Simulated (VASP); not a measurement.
# W (Cmmm) in VASP: single point with PBEsol

Aim: the single point of W with PBEsol.

Program: VASP 6.6.1. These are calculated values, not measurements. Logs are shortened: lines on timing, memory, paths and dates and some standing lists are left out, and cuts for length are marked.

**1. The cell of the first run**

The structure is orthorhombic, space group Cmmm (No. 65). The conventional cell has a = 3.235 Å, b = 4.547 Å, c = 4.598 Å, α = 90.00°, β = 90.00°, γ = 90.00°. W (site symmetry mmm) has 6 W at 2.79 to 3.23 Å within 3.7 Å.

**2. Single point, PBEsol**

Contents of INCAR:

```
SYSTEM = W
PREC = Accurate ; ENCUT = 520
EDIFF = 1E-6 ; ISMEAR = 1
SIGMA = 0.1 ; LREAL = .False.
LASPH = .True. ; NELM = 60
ALGO = Normal ; ISIF = 2
LWAVE = .False. ; LCHARG = .True.
GGA = PS ; LELF = .True.
LVHAR = .True. ; NBANDS = 13
```

Contents of KPOINTS:

```
Automatic mesh
0
Gamma
  11 11 6
  0 0 0
```

Contents of POSCAR:

```
W
1.0
    1.6174290000     -2.2736270000      0.0000000000
    1.6174290000      2.2736270000      0.0000000000
    0.0000000000      0.0000000000      4.5984950000
W
1
Direct
    0.5000000000      0.5000000000      0.5000000000
```

Potentials or basis: VASP PAW PBE potentials, release 64 (W_sv).

Run with:

```sh
$ cat potpaw_PBE.64/W_sv/POTCAR > POTCAR
$ mpirun -np 1 vasp_std > vasp.out
```

OUTCAR:

```text
SYSTEM = W
   PREC = Accurate
   ENCUT = 520
   EDIFF = 1E-6
   ISMEAR = 1
   LREAL = .False.
   LASPH = .True.
   NELM = 60
   ISIF = 2
   GGA = PS

 ion  position               nearest neighbor table
   1  0.500  0.500  0.500-

  LATTYP: Found a base centered orthorhombic cell.
 ALAT       =     3.2348580000
 B/A-ratio  =     1.4057043617
 C/A-ratio  =     1.4215446242

  Lattice vectors:

 A1 = (   1.6174290000,  -2.2736270000,   0.0000000000)
 A2 = (   1.6174290000,   2.2736270000,   0.0000000000)
 A3 = (   0.0000000000,   0.0000000000,   4.5984950000)

Analysis of symmetry for initial positions (statically):
=====================================================================
 Subroutine PRICEL returns:
 Original cell was already a primitive cell.

 Routine SETGRP: Setting up the symmetry group for a
 base centered orthorhombic supercell.

 Subroutine GETGRP returns: Found  8 space group operations
 (whereof  8 operations were pure point group operations)
 out of a pool of  8 trial point group operations.

The static configuration has the point symmetry D_2h.

Analysis of symmetry for dynamics (positions and initial velocities):
=====================================================================
 Subroutine PRICEL returns:
 Original cell was already a primitive cell.

 Routine SETGRP: Setting up the symmetry group for a
 base centered orthorhombic supercell.

 Subroutine GETGRP returns: Found  8 space group operations
 (whereof  8 operations were pure point group operations)
 out of a pool of  8 trial point group operations.

The dynamic configuration has the point symmetry D_2h.

 Subroutine INISYM returns: Found  8 space group operations
 (whereof  8 operations are pure point group operations),
 and found     1 'primitive' translations

----------------------------------------------------------------------------------------

                                     Primitive cell

  volume of cell :      33.8213

  direct lattice vectors                    reciprocal lattice vectors
     1.617429000 -2.273627000  0.000000000     0.309132580 -0.219912941  0.000000000
     1.617429000  2.273627000  0.000000000     0.309132580  0.219912941  0.000000000
     0.000000000  0.000000000  4.598495000     0.000000000  0.000000000  0.217462452

  length of vectors
     2.790243055  2.790243055  4.598495000     0.379374029  0.379374029  0.217462452

  position of ions in fractional coordinates (direct lattice)
     0.500000000  0.500000000  0.500000000

  ion indices of the primitive-cell ions
   primitive index   ion index
                 1           1

----------------------------------------------------------------------------------------

 KPOINTS: Automatic mesh

Automatic generation of k-mesh.
 Grid dimensions read from file:
 generate k-points for:   11   11    6

 Generating k-lattice:

  Cartesian coordinates                     Fractional coordinates (reciprocal lattice)
     0.028102962 -0.019992086  0.000000000     0.090909091 -0.000000000  0.000000000
     0.028102962  0.019992086  0.000000000    -0.000000000  0.090909091  0.000000000
     0.000000000  0.000000000  0.036243742     0.000000000  0.000000000  0.166666667

  Length of vectors
     0.034488548  0.034488548  0.036243742

  Shift w.r.t. Gamma in fractional coordinates (k-lattice)
     0.000000000  0.000000000  0.000000000

 Subroutine IBZKPT returns following result:
 ===========================================

 Found    144 irreducible k-points:

 Following reciprocal coordinates:
            Coordinates               Weight
  0.000000  0.000000  0.000000      1.000000
  0.090909  0.000000  0.000000      4.000000
  0.181818  0.000000  0.000000      4.000000
  0.272727  0.000000  0.000000      4.000000
  0.363636  0.000000  0.000000      4.000000
  0.454545  0.000000  0.000000      4.000000
[... 16 lines left out ...]
 -0.272727  0.181818  0.000000      4.000000
 -0.181818  0.181818  0.000000      2.000000
 [... further k-points ...]
   k-points           NKPTS =    144   k-points in BZ     NKDIM =    144   number of bands    NBANDS=     13
   number of dos      NEDOS =    301   number of ions     NIONS =      1
   total plane-waves  NPLWV =  20736
   dimension x,y,z NGX =    24 NGY =   24 NGZ =   36
   dimension x,y,z NGXF=    48 NGYF=   48 NGZF=   72
   ions per type =               1
   NGX,Y,Z   is equivalent  to a cutoff of  14.30, 14.30, 13.01 a.u.
   NGXF,Y,Z  is equivalent  to a cutoff of  28.60, 28.60, 26.03 a.u.
 SYSTEM =  W
   PREC   = accura    normal or accurate (medium, high low for compatibility)
   ISTART =      0    job   : 0-new  1-cont  2-samecut
   ICHARG =      2    charge: 1-file 2-atom 10-const
   ISPIN  =      1    spin polarized calculation?
   LNONCOLLINEAR =      F non collinear calculations
   LSORBIT =      F    spin-orbit coupling
   LASPH  =      T    aspherical Exc in radial PAW
   ENCUT  =  520.0 eV  38.22 Ry    6.18 a.u.   5.19  5.19  8.55*2*pi/ulx,y,z
   NELM   =     60;   NELMIN=  2; NELMDL= -5     # of ELM steps
   EDIFF  = 0.1E-05   stopping-criterion for ELM
   LREAL  =      F    real-space projection
   EDIFFG = 0.1E-04   stopping-criterion for IOM
   NSW    =      0    number of steps for IOM
   IBRION =     -1    ionic relax: 0-MD 1-quasi-New 2-CG
   NFREE  =      0    steps in history (QN), initial steepest desc. (CG)
   ISIF   =      2    stress and relaxation
   ISYM   =      2    0-nonsym 1-usesym 2-fastsym
   POTIM  = 0.5000    time-step for ionic-motion
   TEBEG  =    0.0;   TEEND  =   0.0 temperature during run
   PSTRESS=    0.0 pullay stress
   NELECT =      14.0000    total number of electrons
   NUPDOWN=      -1.0000    fix difference up-down
   EMIN   =  10.00;   EMAX   =-10.00  energy-range for DOS
   EFERMI =   0.00;   METHOD = LEGACY
   ISMEAR =     1;   SIGMA  =   0.10  broadening in eV -4-tet -1-fermi 0-gaus
   EFERMI_NEDOS =   21; number of points for ismear=-14 and -15
   IALGO  =     38    algorithm
   IMIX   =      4    mixing-type and parameters
     AMIX     =   0.40;   BMIX     =  1.00
     AMIX_MAG =   1.60;   BMIX_MAG =  1.00
  volume/ion in A,a.u.               =      33.82       228.24
  Fermi-wavevector in a.u.,A,eV,Ry     =   1.220078  2.305612 20.253488  1.488589
  Thomas-Fermi vector in A             =   2.355308
   LORBIT       =      0    0 simple, 1 ext, 2 COOP (PROOUT), +10 PAW based schemes
   GGA     = PS    functional components
   LHFCALC =     F    Hartree Fock is set to
   AEXX    =    0.0000 exact exchange contribution
   IVDW    =     0    specifies the selected vdW correction
   LEPSILON=     F    determine dielectric tensor
   LRPA    =     F    only Hartree local field effects (RPA)
 non-spin polarized calculation
 Methfessel and Paxton  Order N= 1 SIGMA  =   0.10
  energy-cutoff  :      520.00
  volume of cell :       33.82
 maximum number of plane-waves:       926
 NGX is ok and might be reduce to    24
   NGX = 11   NGY = 11   NGZ = 17

 number of electron      14.0000000 magnetization

 Free energy of the ion-electron system (eV)
  ---------------------------------------------------
  ext. energy  EPLUGINS =         0.00000000
  ---------------------------------------------------
  free energy    TOTEN  =       -10.12116105 eV

  energy without entropy =      -10.12072762  energy(sigma->0) =      -10.12101657

 E-fermi :   2.7919     XC(G=0):  -9.4346

 val. band max:        2.7908335675   @ k =   0.4545   0.3636   0.3333
 cond. band min:       2.8031464067   @ k =  -0.2727   0.0909   0.3333
 fundamental gap:      0.0123128392
 Fermi energy:         2.7919304296

 k-point     1 :       0.0000    0.0000    0.0000
  band No.  band energies     occupation
      1     -71.4657      2.00000
      2     -35.8762      2.00000
      3     -35.1557      2.00000
      4     -34.8943      2.00000
      5      -3.3626      2.00000
      6       0.8459      2.00000
      7       1.0057      2.00000
      8       4.9793      0.00000
      9       5.0583      0.00000
     10       5.6797      0.00000
     11       5.8152      0.00000
     12      11.2147      0.00000
     13      17.0626      0.00000

 k-point     2 :       0.0909    0.0000    0.0000
  band No.  band energies     occupation
      1     -71.4617      2.00000
      2     -35.8694      2.00000
      3     -35.1879      2.00000
      4     -34.9265      2.00000
      5      -3.0783      2.00000
      6       0.9481      2.00000
      7       1.1140      2.00000
      8       4.1597     -0.00000
      9       4.9238      0.00000
     10       5.4528      0.00000
     11       6.9566      0.00000
     12      11.2636      0.00000
     13      17.3125      0.00000

 k-point     3 :       0.1818    0.0000    0.0000
  band No.  band energies     occupation
      1     -71.4510      2.00000
      2     -35.8513      2.00000
      3     -35.3042      2.00000
      4     -34.9805      2.00000
      5      -2.3202      2.00000
      6       1.0737      2.00000
      7       1.5740      2.00000
      8       3.0006     -0.01196
      9       4.9476      0.00000
     10       5.3713      0.00000
     11       8.2728      0.00000
     12      11.3881      0.00000
     13      16.1125      0.00000
[... 305 lines left out ...]
 k-point    23 :      -0.2727    0.1818    0.0000
  band No.  band energies     occupation
      1     -71.4269      2.00000
      2     -35.8133      2.00000
      3     -35.4163      2.00000
      4     -35.2038      2.00000
      5      -1.0468      2.00000
      6       1.9277      2.00000
      7       2.0569      2.00000
      8       2.3480      2.00000
      9       4.0087     -0.00000
     10       4.3894     -0.00000
     11      10.1419      0.00000
     12      11.7388      0.00000
     13      16.1408      0.00000

 k-point    24 :      -0.1818    0.1818    0.0000
  band No.  band energies     occupation
      1     -71.4398      2.00000
      2     -35.8344      2.00000
      3     -35.2672      2.00000
      4     -35.1645      2.00000
      5      -1.8705      2.00000
      6       1.5581      2.00000
      7       2.4290      2.00000
      8       3.0470     -0.00184
      9       3.1621     -0.00000
     10       4.4838     -0.00000
     11       9.1775      0.00000
     12      11.5486      0.00000
     13      18.5104      0.00000

 [... further k-points ...]
[... 5 lines left out ...]
  --------------------------------------------------------------------------------------
  -------------------------------------------------------------------------------------
  Total       -7.2148127     -6.1340378     -1.7440259      0.0000000      0.0000000      0.0000000
  in kB     -341.7790870   -290.5807702    -82.6177468      0.0000000      0.0000000      0.0000000
  external PRESSURE =    -238.3258680 kB  Pullay stress =       0.0000000 kB

 VOLUME and BASIS-vectors are now :
 -----------------------------------------------------------------------------
  energy-cutoff  :      520.00
  volume of cell :       33.82
      direct lattice vectors                 reciprocal lattice vectors
     1.617429000 -2.273627000  0.000000000     0.309132580 -0.219912941  0.000000000
     1.617429000  2.273627000  0.000000000     0.309132580  0.219912941  0.000000000
     0.000000000  0.000000000  4.598495000     0.000000000  0.000000000  0.217462452

 POSITION                                       TOTAL-FORCE (eV/Angst)
 -----------------------------------------------------------------------------------
      1.61743      0.00000      2.29925        -0.000000      0.000000      0.000000
 -----------------------------------------------------------------------------------
    total drift:                                0.000000      0.000000     -0.000000

  FREE ENERGIE OF THE ION-ELECTRON SYSTEM (eV)
  ---------------------------------------------------
  free  energy   TOTEN  =       -10.1211610495 eV

  energy  without entropy=      -10.1207276173  energy(sigma->0) =      -10.12101657
```

Run time: 45 s. Hardware: 1 thread of Intel Xeon Platinum 8175M at 2.50GHz (Skylake/Cascade Lake), shared host; peak memory 0.2 GiB.

What came out:

```
Free energy            : -10.1212 eV
Pressure               : -23.8 GPa
Band gap on the k mesh : zero (band 7 reaches 3.69 eV, above the bottom of band 8 at 2.24 eV)
```

Caveat: the PAW data sets were made with another functional, which shifts forces and pressure a little; spin-orbit coupling is left out, which moves the levels of the heavy elements.
